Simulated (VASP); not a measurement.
# Mg (P6_3/mmc) in VASP: further runs

Runs on Mg. Level: PBEsol. Tasks: relaxation of cell and atoms.

Program: VASP 6.6.1. These are calculated values, not measurements. Logs are shortened: lines on timing, memory, paths and dates and some standing lists are left out, and cuts for length are marked.

**1. The cell of the first run**

The structure is hexagonal, space group P6_3/mmc (No. 194). Conventional cell: a = 3.209 Å, b = 3.209 Å, c = 5.210 Å, α = 90.00°, β = 90.00°, γ = 120.00°. Within 4.2 Å of Mg (site symmetry -6m2) lie 12 Mg at 3.20 to 3.21 Å.

**2. Relaxation of cell and atoms, PBEsol, target pressure 5 GPa, at which the enthalpy is minimised**

The input, INCAR:

```
PREC     = Accurate       # precision mode
ENCUT    = 600            # plane-wave cutoff, eV
EDIFF    = 1E-6           # SCF threshold, eV
ISMEAR   = -1             # smearing method
SIGMA    = 0.05           # smearing width, eV
LREAL    = F              # projectors in reciprocal space
LASPH    = T              # aspherical terms in the spheres
NELM     = 100            # most SCF steps
ALGO     = Normal         # electronic algorithm
ISIF     = 3              # what is computed and relaxed
LWAVE    = F              # write WAVECAR
LCHARG   = F              # write CHGCAR
GGA      = PS             # functional
IBRION   = 2              # ionic algorithm
NSW      = 80             # ionic steps
EDIFFG   = -0.01          # ionic threshold
PSTRESS  = 50.0
```

The input, KPOINTS:

```
regular mesh
0
Gamma
  10 10 5
```

The input, POSCAR:

```
Mg
1.0
    3.2093000000      0.0000000000      0.0000000000
   -1.6046500000      2.7793353284      0.0000000000
    0.0000000000      0.0000000000      5.2103000000
Mg
2
Direct
    0.6666666667      0.3333333333      0.7500000000
    0.3333333333      0.6666666667      0.2500000000
```

Potentials or basis: VASP PAW PBE potentials, release 64 (Mg).

The run is started by

```console
$ cat potpaw_PBE.64/Mg/POTCAR > POTCAR
$ mpirun -np 1 vasp_std > vasp.out
```

OUTCAR:

```text
PREC = Accurate
   ENCUT = 600
   EDIFF = 1E-6
   ISMEAR = -1
   LREAL = F
   LASPH = T
   NELM = 100
   ISIF = 3
   GGA = PS
   IBRION = 2
   NSW = 80
   EDIFFG = -0.01
   PSTRESS = 50.0

 ion  position               nearest neighbor table
   1  0.667  0.333  0.750-   2 3.20   2 3.20   2 3.20   2 3.20   2 3.20   2 3.20
   2  0.333  0.667  0.250-   1 3.20   1 3.20   1 3.20   1 3.20   1 3.20   1 3.20

  LATTYP: Found a hexagonal cell.
 ALAT       =     3.2093000000
 C/A-ratio  =     1.6235004518

  Lattice vectors:

 A1 = (   3.2093000000,   0.0000000000,   0.0000000000)
 A2 = (  -1.6046500000,   2.7793353284,   0.0000000000)
 A3 = (   0.0000000000,   0.0000000000,   5.2103000000)

Analysis of symmetry for initial positions (statically):
=====================================================================
 Subroutine PRICEL returns:
 Original cell was already a primitive cell.

 Routine SETGRP: Setting up the symmetry group for a
 hexagonal supercell.

 Subroutine GETGRP returns: Found 24 space group operations
 (whereof 12 operations were pure point group operations)
 out of a pool of 24 trial point group operations.

The static configuration has the point symmetry D_3d.
 The point group associated with its full space group is D_6h.

Analysis of symmetry for dynamics (positions and initial velocities):
=====================================================================
 Subroutine PRICEL returns:
 Original cell was already a primitive cell.

 Routine SETGRP: Setting up the symmetry group for a
 hexagonal supercell.

 Subroutine GETGRP returns: Found 24 space group operations
 (whereof 12 operations were pure point group operations)
 out of a pool of 24 trial point group operations.

The dynamic configuration has the point symmetry D_3d.
 The point group associated with its full space group is D_6h.

 Subroutine INISYM returns: Found 24 space group operations
 (whereof 12 operations are pure point group operations),
 and found     1 'primitive' translations

----------------------------------------------------------------------------------------

                                     Primitive cell

  volume of cell :      46.4744

  direct lattice vectors                    reciprocal lattice vectors
[... 104 lines left out ...]
   IALGO  =     38    algorithm
   IMIX   =      4    mixing-type and parameters
     AMIX     =   0.40;   BMIX     =  1.00
     AMIX_MAG =   1.60;   BMIX_MAG =  1.00
  volume/ion in A,a.u.               =      23.24       156.81
  Fermi-wavevector in a.u.,A,eV,Ry     =   0.722809  1.365911  7.108401  0.522453
  Thomas-Fermi vector in A             =   1.812866
   LORBIT       =      0    0 simple, 1 ext, 2 COOP (PROOUT), +10 PAW based schemes
   GGA     = PS    functional components
   LHFCALC =     F    Hartree Fock is set to
   AEXX    =    0.0000 exact exchange contribution
   IVDW    =     0    specifies the selected vdW correction
   LEPSILON=     F    determine dielectric tensor
   LRPA    =     F    only Hartree local field effects (RPA)
 conjugate gradient relaxation of ions
 non-spin polarized calculation
  energy-cutoff  :      600.00
  volume of cell :       46.47
 maximum number of plane-waves:      1578
 NGX is ok and might be reduce to    28
   NGX = 13   NGY = 13   NGZ = 21

--------------------------------------- Ionic step        1  -------------------------------------------

 number of electron       4.0000000 magnetization

 Free energy of the ion-electron system (eV)
  ---------------------------------------------------
  ext. energy  EPLUGINS =         0.00000000
  ---------------------------------------------------
  free energy    TOTEN  =        -3.43705105 eV

  energy without entropy =       -3.42518200  energy(sigma->0) =       -3.43111653

------------------------ aborting loop because EDIFF is reached ----------------------------------------

  FORCE on cell =-STRESS in cart. coord.  units (eV):
  Direction    XX          YY          ZZ          XY          YZ          ZX
  --------------------------------------------------------------------------------------
  -------------------------------------------------------------------------------------
  Total       -0.4303337     -0.4303337     -0.0963185      0.0000000     -0.0000000      0.0000000
  in kB      -14.8354927    -14.8354927     -3.3205224      0.0000000     -0.0000000      0.0000000
  external PRESSURE =     -60.9971693 kB  Pullay stress =      50.0000000 kB
[... 97 lines left out ...]
  energy  without entropy=       -3.3685497565  energy(sigma->0) =       -3.37339026

  enthalpy is  TOTEN    =        -2.1155867523 eV   P V=        1.2626440112

[... ionic steps 4 to 7 ...]

--------------------------------------- Ionic step        8  -------------------------------------------

 number of electron       4.0000000 magnetization

------------------------ aborting loop because EDIFF is reached ----------------------------------------
[... 71 lines left out ...]
--------------------------------------- Ionic step       10  -------------------------------------------

 number of electron       4.0000000 magnetization

 Free energy of the ion-electron system (eV)
  ---------------------------------------------------
  ext. energy  EPLUGINS =         0.00000000
  ---------------------------------------------------
  free energy    TOTEN  =        -3.38117038 eV

  energy without entropy =       -3.37361175  energy(sigma->0) =       -3.37739107

 E-fermi :   3.3325     XC(G=0):  -8.9355

 val. band max:        3.3093825638   @ k =   0.5000   0.0000   0.4000
 cond. band min:       3.3666796203   @ k =   0.4000   0.1000   0.4000
 fundamental gap:      0.0572970565
 Fermi energy:         3.3324923813

 k-point     1 :       0.0000    0.0000    0.0000
  band No.  band energies     occupation
      1      -4.2112      2.00000
      2       1.2370      2.00000
      3       1.8025      2.00000
      4      15.2269      0.00000
      5      15.2269      0.00000
      6      15.6675      0.00000
[... 199 lines left out ...]
 k-point    24 :       0.4000    0.1000    0.2000
  band No.  band energies     occupation
      1       0.4571      2.00000
      2       2.4113      2.00000
      3       3.9103      0.00002
      4       5.7820      0.00000
      5       7.7926      0.00000
      6       9.0162      0.00000

 [... further k-points ...]

------------------------ aborting loop because EDIFF is reached ----------------------------------------

  FORCE on cell =-STRESS in cart. coord.  units (eV):
  Direction    XX          YY          ZZ          XY          YZ          ZX
  --------------------------------------------------------------------------------------
  -------------------------------------------------------------------------------------
  Total        1.2647005      1.2647005      1.2617121      0.0000000      0.0000000      0.0000000
  in kB       50.0163541     50.0163541     49.8981700      0.0000000      0.0000000      0.0000000
  external PRESSURE =      -0.0230406 kB  Pullay stress =      50.0000000 kB
[... 21 lines left out ...]
  energy  without entropy=       -3.3736117526  energy(sigma->0) =       -3.37739107

  enthalpy is  TOTEN    =        -2.1168834164 eV   P V=        1.2642869619

 reached required accuracy - stopping structural energy minimisation
```

Run time: 25 s. Hardware: 1 thread of Intel Xeon 6975P-C (Granite Rapids), shared host; peak memory 0.18 GiB.

Results:

```
Free energy                                            : -3.3812 eV
Relaxed volume                                         : 20.26 Å³/atom
Relaxed cell                                           : a = 3.040 Å, b = 3.040 Å, c = 5.061 Å, α = 90.00°, β = 90.00°, γ = 120.00°
Space group after relaxing (to 0.05 Å)                 : P6_3/mmc (No. 194)
Energy change on relaxing (the enthalpy is what falls) : +27.9 meV/atom
Ionic steps                                            : 10
Pressure after relaxing                                : 5.0 GPa
Band gap on the k mesh                                 : zero (band 2 reaches 3.80 eV, above the bottom of band 3 at 1.80 eV)
```

The path:
```tsv
step	energy change (eV)	largest force (eV/Å)	pressure (GPa)	volume (Å³)
1	0.0000	0.0000	-1.10	46.47
2	0.0495	0.0000	4.58	40.77
3	0.0588	0.0000	5.01	40.46
4	0.0624	0.0000	5.17	40.34
5	0.0617	0.0000	5.18	40.35
6	0.0603	0.0000	5.20	40.37
7	0.0604	0.0000	5.19	40.37
8	0.0603	0.0000	5.20	40.37
9	0.0532	0.0000	4.88	40.60
10	0.0559	0.0000	5.00	40.51
```

Final structure:
```cif
data_structure
_symmetry_space_group_name_H-M 'P 1'
_symmetry_Int_Tables_number 1
_cell_length_a 3.0401
_cell_length_b 3.0401
_cell_length_c 5.0615
_cell_angle_alpha 90.000
_cell_angle_beta 90.000
_cell_angle_gamma 120.000
_cell_volume 40.51
loop_
_atom_site_label
_atom_site_type_symbol
_atom_site_fract_x
_atom_site_fract_y
_atom_site_fract_z
_atom_site_occupancy
Mg1 Mg 0.66667 0.33333 0.75000 1
Mg2 Mg 0.33333 0.66667 0.25000 1
```

Caveat: the cell is relaxed towards a set pressure, so the enthalpy falls and the energy may rise; the PAW data sets were made with another functional, which shifts forces and pressure a little.

[end of part 1 of 2]
